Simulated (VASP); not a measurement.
# Ta9Al (P1) in VASP: notebook

Ta9Al is run at these levels: PBE; tasks: relaxation of cell and atoms, single point.

All numbers are computed with VASP 6.6.1; they aren't measurements. Logs are shortened: lines on timing, memory, paths and dates and some standing lists are left out, and cuts for length are marked.

## (1) The cell of the first run

The typed cell holds 20 atoms: a = 7.212 Å, b = 7.212 Å, c = 7.212 Å, α = 80.92°, β = 80.92°, γ = 80.92°.

## (2) Relaxation of cell and atoms, PBE

The input, INCAR:

```
SYSTEM = Ta9Al
  PREC = Accurate
  ENCUT = 600
  EDIFF = 1E-6
  ISMEAR = 0
  SIGMA = 0.1
  LREAL = Auto
  LASPH = .TRUE.
  NELM = 60
  ALGO = Fast
  ISIF = 3
  LWAVE = .FALSE.
  LCHARG = .FALSE.
  GGA = PE
  IBRION = 2
  NSW = 70
  EDIFFG = -0.04
  ISYM = 0
```

The input, KPOINTS:

```
Automatic mesh
0
Gamma
  2 2 2
  0.5 0.5 0.5
```

The input, POSCAR:

```
Ta9Al
1.0
   -4.9638729300      4.9638729300     -1.6546243100
   -4.9638729300     -1.6546243100      4.9638729300
    1.6546243100      4.9638729300      4.9638729300
Al Ta
2 18
Direct
    0.2003476602      0.2003776575      0.1966195356
    0.3014202615      0.7991393351      0.2997402896
    0.0010138180      0.0040237035      0.0002465610
    0.5030111522      0.5043401698      0.0006168989
    0.5987486652      0.1018079715      0.0992952977
    0.0991422064      0.6006870856      0.1031245022
    0.6997172836      0.6990477483      0.2026721789
    0.7987244311      0.3044834863      0.3032243859
    0.4003494029      0.4013230848      0.4041452148
    0.4981763598      0.9991016021      0.5009555736
    0.0022769886      0.5041422568      0.4963117640
    0.1003474319      0.0969169087      0.6023472605
    0.8994013941      0.8977528822      0.4019710833
    0.5981173472      0.6027243349      0.5986745620
    0.6958604617      0.1988074878      0.6996307662
    0.2005118992      0.7097766572      0.6980636028
    0.2982670347      0.2969546709      0.7981660800
    0.8006983793      0.8029591288      0.7955232423
    0.9034908071      0.4009238505      0.9035381976
    0.3943476404      0.9005992489      0.9034234309
```

Potentials or basis: VASP PAW PBE potentials, release 64 (Al, Ta_pv).

On the command line:

```
$ cat potpaw_PBE.64/Al/POTCAR potpaw_PBE.64/Ta_pv/POTCAR > POTCAR
$ mpirun -np 1 vasp_std > vasp.out
```

OUTCAR:

```text
SYSTEM = Ta9Al
   PREC = Accurate
   ENCUT = 600
   EDIFF = 1E-6
   ISMEAR = 0
   LREAL = Auto
   LASPH = .TRUE.
   NELM = 60
   ISIF = 3
   GGA = PE
   IBRION = 2
   NSW = 70
   EDIFFG = -0.04
   ISYM = 0

 ion  position               nearest neighbor table
   1  0.200  0.200  0.197-   3 2.83  17 2.85   5 2.85   6 2.86   2 2.88   8 2.89   9 2.91  12 2.91
                            19 3.26  20 3.26  10 3.32  11 3.32   4 3.34  13 3.34
   2  0.301  0.799  0.300-  20 2.84  16 2.85   7 2.85   6 2.85   9 2.85  10 2.86   1 2.88  13 2.88
                            11 3.27  14 3.28   4 3.28   5 3.31  12 3.31   3 3.32
   3  0.001  0.004  0.000-  20 2.82   1 2.83  19 2.84  12 2.84   5 2.88  13 2.89   6 2.89  18 2.90
                            17 3.26  16 3.29   2 3.32  15 3.33   8 3.33   7 3.34
   4  0.503  0.504  0.001-   7 2.83  20 2.85  19 2.87  14 2.87   5 2.88   6 2.89   9 2.89  17 2.94
                             2 3.28  18 3.30   8 3.30  15 3.33   1 3.34  16 3.34
   5  0.599  0.102  0.099-   1 2.85  15 2.86  20 2.87   4 2.88   3 2.88  10 2.88   7 2.89   8 2.90
                            17 3.31   2 3.31  19 3.32  18 3.33   9 3.33  13 3.33
   6  0.099  0.601  0.103-  11 2.81  19 2.84   2 2.85   7 2.86   1 2.86   3 2.89   4 2.89  16 2.91
                            20 3.28  13 3.29   8 3.29   9 3.32  18 3.34  17 3.35
   7  0.700  0.699  0.203-   8 2.83   4 2.83  14 2.84   2 2.85  13 2.85   6 2.86   5 2.89  18 2.92
                            11 3.28   9 3.30  19 3.30  10 3.30  20 3.33   3 3.34
   8  0.799  0.304  0.303-   7 2.83  11 2.85  15 2.85   9 2.85  19 2.87   1 2.89   5 2.90  13 2.91
                            14 3.28   6 3.29   4 3.30  12 3.33   3 3.33  10 3.34
   9  0.400  0.401  0.404-  17 2.83  14 2.84  11 2.85   8 2.85   2 2.85  10 2.88   4 2.89   1 2.91
[... 9 lines left out ...]
  14  0.598  0.603  0.599-   9 2.84   7 2.84  10 2.84  16 2.86  18 2.86   4 2.87  15 2.89  11 2.89
                             8 3.28   2 3.28  13 3.29  20 3.33  17 3.34  19 3.36
  15  0.696  0.199  0.700-  18 2.84  17 2.85  10 2.85   8 2.85   5 2.86  14 2.89  12 2.90  19 2.93
                             9 3.27  13 3.31  20 3.31   3 3.33   4 3.33  11 3.37
  16  0.201  0.710  0.698-  12 2.78  20 2.82   2 2.85  18 2.86  14 2.86  11 2.89   6 2.91  17 2.95
                            10 3.24  13 3.28   3 3.29   9 3.32   4 3.34  19 3.35
  17  0.298  0.297  0.798-   9 2.83  12 2.84  19 2.84  20 2.84  15 2.85   1 2.85   4 2.94  16 2.95
                             3 3.26  10 3.28   5 3.31  11 3.31  14 3.34   6 3.35
  18  0.801  0.803  0.796-  13 2.82  15 2.84  16 2.86  14 2.86  19 2.89   3 2.90  20 2.91   7 2.92
                            12 3.27  10 3.29   4 3.30  11 3.30   5 3.33   6 3.34
  19  0.903  0.401  0.904-   3 2.84  17 2.84   6 2.84   8 2.87   4 2.87  18 2.89  11 2.92  15 2.93
                             1 3.26   7 3.30   5 3.32  12 3.33  16 3.35  14 3.36
  20  0.394  0.901  0.903-  16 2.82   3 2.82   2 2.84  17 2.84   4 2.85   5 2.87  10 2.88  18 2.91
                             1 3.26  12 3.28   6 3.28  15 3.31  14 3.33   7 3.33

IMPORTANT INFORMATION: All symmetrisations will be switched off!
NOSYMM: (Re-)initialisation of all symmetry stuff for point group C_1.

----------------------------------------------------------------------------------------

[... 146 lines left out ...]
   NGX = 29   NGY = 29   NGZ = 29

--------------------------------------- Ionic step        1  -------------------------------------------

 number of electron     204.0000001 magnetization

 Free energy of the ion-electron system (eV)
  ---------------------------------------------------
  ext. energy  EPLUGINS =         0.00000000
  ---------------------------------------------------
  free energy    TOTEN  =      -220.59221901 eV

  energy without entropy =     -220.48058778  energy(sigma->0) =     -220.53640339

------------------------ aborting loop because EDIFF is reached ----------------------------------------

  FORCE on cell =-STRESS in cart. coord.  units (eV):
  Direction    XX          YY          ZZ          XY          YZ          ZX
  --------------------------------------------------------------------------------------
  -------------------------------------------------------------------------------------
  Total       -1.7302772     -3.0674167     -1.7674786     -3.6354806      3.5647089     -2.2345183
  in kB       -7.6495888    -13.5611078     -7.8140568    -16.0725293     15.7596463     -9.8788480
  external PRESSURE =      -9.6749178 kB  Pullay stress =       0.0000000 kB
[... 143 lines left out ...]
  FREE ENERGIE OF THE ION-ELECTRON SYSTEM (eV)
  ---------------------------------------------------
  free  energy   TOTEN  =      -220.7865197729 eV

  energy  without entropy=     -220.6880791569  energy(sigma->0) =     -220.73729946

[... ionic steps 4 to 8 ...]

--------------------------------------- Ionic step        9  -------------------------------------------

 number of electron     204.0000017 magnetization

------------------------ aborting loop because EDIFF is reached ----------------------------------------
[... 103 lines left out ...]
--------------------------------------- Ionic step       11  -------------------------------------------

 number of electron     204.0000015 magnetization

 Free energy of the ion-electron system (eV)
  ---------------------------------------------------
  ext. energy  EPLUGINS =         0.00000000
  ---------------------------------------------------
  free energy    TOTEN  =      -220.84180636 eV

  energy without entropy =     -220.75193121  energy(sigma->0) =     -220.79686878

 E-fermi :   5.6368     XC(G=0): -12.3420

 val. band max:        5.6112429629   @ k =   0.2500  -0.2500   0.2500
 cond. band min:       5.6983938975   @ k =  -0.2500   0.2500   0.2500
 fundamental gap:      0.0871509346
 Fermi energy:         5.6367511795

 k-point     1 :       0.2500    0.2500    0.2500
  band No.  band energies     occupation
      1     -28.6207      2.00000
      2     -28.6172      2.00000
      3     -28.5896      2.00000
      4     -28.5514      2.00000
      5     -28.5475      2.00000
      6     -28.5372      2.00000
[... 457 lines left out ...]
    113       7.3262      0.00000
    114       7.6072      0.00000
 [bands above 114 left out]

------------------------ aborting loop because EDIFF is reached ----------------------------------------

  FORCE on cell =-STRESS in cart. coord.  units (eV):
  Direction    XX          YY          ZZ          XY          YZ          ZX
  --------------------------------------------------------------------------------------
  -------------------------------------------------------------------------------------
  Total       -0.3217621     -0.2866006     -0.3970561      0.0892360     -0.0529566     -0.0331178
  in kB       -1.4287690     -1.2726361     -1.7631083      0.3962480     -0.2351513     -0.1470581
  external PRESSURE =      -1.4881711 kB  Pullay stress =       0.0000000 kB
[... 35 lines left out ...]
  FREE ENERGIE OF THE ION-ELECTRON SYSTEM (eV)
  ---------------------------------------------------
  free  energy   TOTEN  =      -220.8418063607 eV

  energy  without entropy=     -220.7519312063  energy(sigma->0) =     -220.79686878

 reached required accuracy - stopping structural energy minimisation
```

OSZICAR:

```text
N       E                     dE             d eps       ncg     rms          rms(c)
DAV:   1     0.234215410422E+04    0.23422E+04   -0.11921E+05   984   0.191E+03
DAV:   2    -0.804573115628E+02   -0.24226E+04   -0.23563E+04  1024   0.559E+02
DAV:   3    -0.223201948663E+03   -0.14274E+03   -0.13391E+03  1224   0.111E+02
[... 119 lines left out ...]
RMM:   5    -0.220841807790E+03   -0.63216E-06   -0.28178E-04  1126   0.602E-02    0.357E-02
RMM:   6    -0.220841808434E+03   -0.64358E-06   -0.92021E-05  1211   0.285E-02    0.185E-02
RMM:   7    -0.220841808190E+03    0.24375E-06   -0.20099E-05  1174   0.123E-02    0.121E-02
RMM:   8    -0.220841806654E+03    0.15360E-05   -0.55493E-06   785   0.664E-03    0.412E-03
RMM:   9    -0.220841806361E+03    0.29334E-06   -0.11373E-06   570   0.274E-03
  11 F= -.22084181E+03 E0= -.22079687E+03  d E =-.567235E-03
```

It took 29 min on 1 thread of Intel Xeon 6975P-C (Granite Rapids), shared host; peak memory 0.63 GiB.

Results:

```yaml
Free_energy: -220.8418 eV
Relaxed_volume: 18.04 Å³/atom
Relaxed_cell: a = 7.219 Å, b = 7.233 Å, c = 7.220 Å, α = 79.45°, β = 80.31°, γ = 79.48°
Space_group_after_relaxing_to_0.1_Å: C2/m (No. 12)
Energy_gained_by_relaxing: 12.5 meV/atom
Ionic_steps: 11
Pressure_after_relaxing: -0.1 GPa
Largest_force_after_relaxing: 0.034 eV/Å
Band_gap_on_the_k_mesh: zero (bands 102 and 103 overlap by 0.05 eV)
```

Forces on the atoms (eV/Å):
```
Al  -0.004  0.008  0.008
Al  -0.009 -0.013 -0.005
Ta   0.004  0.019 -0.003
Ta  -0.011 -0.006 -0.015
Ta  -0.011  0.002 -0.006
Ta  -0.011  0.014  0.013
Ta  -0.002 -0.005  0.000
Ta   0.016 -0.013 -0.004
Ta   0.021 -0.027 -0.002
Ta  -0.010 -0.007  0.011
Ta   0.016  0.007 -0.003
Ta   0.004  0.014  0.006
Ta  -0.011 -0.004  0.011
Ta   0.008 -0.017 -0.007
Ta  -0.012 -0.004  0.010
Ta   0.003  0.006  0.012
Ta   0.004 -0.012 -0.014
Ta   0.014  0.010 -0.010
Ta  -0.008  0.015 -0.002
Ta   0.000  0.013  0.001
```

The path:
| step | energy change (eV) | largest force (eV/Å) | pressure (GPa) | volume (Å³) |
| --- | --- | --- | --- | --- |
| 1 | 0.0000 | 0.6128 | -0.97 | 362.40 |
| 2 | -0.1940 | 0.3271 | 1.95 | 356.63 |
| 3 | -0.1943 | 0.3164 | 2.09 | 356.37 |
| 4 | -0.1761 | 0.2366 | -2.53 | 365.58 |
| 5 | -0.2364 | 0.1784 | -0.09 | 360.53 |
| 6 | -0.2445 | 0.0930 | -0.06 | 360.53 |
| 7 | -0.2468 | 0.0635 | -0.04 | 360.52 |
| 8 | -0.2468 | 0.0622 | -0.04 | 360.52 |
| 9 | -0.2486 | 0.0492 | 0.10 | 360.28 |
| 10 | -0.2490 | 0.0416 | 0.21 | 360.10 |
| 11 | -0.2496 | 0.0340 | -0.15 | 360.81 |

Final structure:
```cif
data_structure
_symmetry_space_group_name_H-M 'P 1'
_symmetry_Int_Tables_number 1
_cell_length_a 7.2190
_cell_length_b 7.2327
_cell_length_c 7.2200
_cell_angle_alpha 79.450
_cell_angle_beta 80.310
_cell_angle_gamma 79.480
_cell_volume 360.81
loop_
_atom_site_label
_atom_site_type_symbol
_atom_site_fract_x
_atom_site_fract_y
_atom_site_fract_z
_atom_site_occupancy
Al1 Al 0.19844 0.20252 0.19879 1
Al2 Al 0.30108 0.79922 0.30195 1
Ta1 Ta 0.99997 0.99990 0.00072 1
Ta2 Ta 0.49889 0.50131 0.00160 1
Ta3 Ta 0.60116 0.10258 0.09955 1
Ta4 Ta 0.10079 0.60485 0.10140 1
Ta5 Ta 0.69945 0.70248 0.19789 1
Ta6 Ta 0.80050 0.30024 0.30319 1
Ta7 Ta 0.39913 0.39737 0.39946 1
Ta8 Ta 0.49893 0.00262 0.49975 1
Ta9 Ta 0.00076 0.50164 0.49965 1
Ta10 Ta 0.09853 0.10293 0.60171 1
Ta11 Ta 0.89800 0.89976 0.40116 1
Ta12 Ta 0.59793 0.60369 0.59871 1
Ta13 Ta 0.69890 0.20056 0.69975 1
Ta14 Ta 0.19711 0.70259 0.70001 1
Ta15 Ta 0.30237 0.30031 0.80089 1
Ta16 Ta 0.80030 0.80219 0.80107 1
Ta17 Ta 0.90151 0.39904 0.90239 1
Ta18 Ta 0.40020 0.90009 0.89865 1
```

Levels at points of the mesh, in eV from the Fermi level:
```tsv
k point	band 99	band 100	band 101	band 102	band 103	band 104	band 105	band 106
(0.25, 0.25, 0.25)	-0.42	-0.30	-0.19	-0.18	-0.08	0.16	0.30	0.42
```

Caveat: the k points lie up to 0.45 Å⁻¹ apart in the final cell; spin-orbit coupling is left out, which moves the levels of the heavy elements.

[end of part 1 of 2]
